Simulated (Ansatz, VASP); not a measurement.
Ta in VASP and in Ansatz

Contents of INCAR:

```
SYSTEM = Ta
PREC = Accurate
ENCUT = 520
EDIFF = 1E-8
ISMEAR = -1
SIGMA = 0.08
LREAL = .False.
LASPH = .True.
NELM = 100
ALGO = Normal
ISIF = 2
LWAVE = .False.
LCHARG = .False.
GGA = PS
LEFG = .True.
NBANDS = 12
```

KPOINTS

```
regular mesh
0
Gamma
  17 17 17
  0 0 0
```

POSCAR

```
Ta
1.0
   -1.6730098603      1.6730098603      1.6730098603
    1.6730098603     -1.6730098603      1.6730098603
    1.6730098603      1.6730098603     -1.6730098603
Ta
1
Direct
    0.0000000000      0.0000000000      0.0000000000
```

Input for Ansatz:

```yaml
crystal:
  lattice:
    - [-1.6730098603, 1.6730098603, 1.6730098603]
    - [1.6730098603, -1.6730098603, 1.6730098603]
    - [1.6730098603, 1.6730098603, -1.6730098603]
  atoms:
    - { symbol: Ta, position: [0.0, 0.0, 0.0] }
kpoints:
  mp_grid: { grid: [17, 17, 17] }
scf:
  occupations: { method: fermi_dirac, width: 0.08 }
hamiltonian:
  xc: pbesol
  pseudopotentials: { kind: paw }
output:
  forces: true
  stress: true
  eigenvalues: true
  efg: { contact_densities: true }
```

Change from the starting cell: volume scaled by 1.04, PAW files.

Alike in both runs: task electric field gradients; functional PBEsol; k mesh 17 × 17 × 17; occupations fermi-dirac, width 0.08 eV; no spin polarisation.

```csv
,VASP,Ansatz
version,VASP 6.6.1,Ansatz 0.2.0
potentials or method,"VASP PAW PBE potentials, release 64 (Ta_pv)","PAW with Ansatz's default frozen-core files, scalar-relativistic"
plane-wave cutoff (eV),520,420
valence electrons in the cell,11,13
```

```csv
,VASP,Ansatz,Ansatz less VASP
pressure (GPa),-10.7,-10.8,-0.09
```

VASP's potentials were made for PBE, not for PBEsol. The functional is the same, so the differences come from potentials, cutoffs and numerics. VASP's potentials hold 11 valence electrons a cell and Ansatz's 13, so a difference there can come from the potentials and not from the codes.

Neither program's run includes spin-orbit coupling.
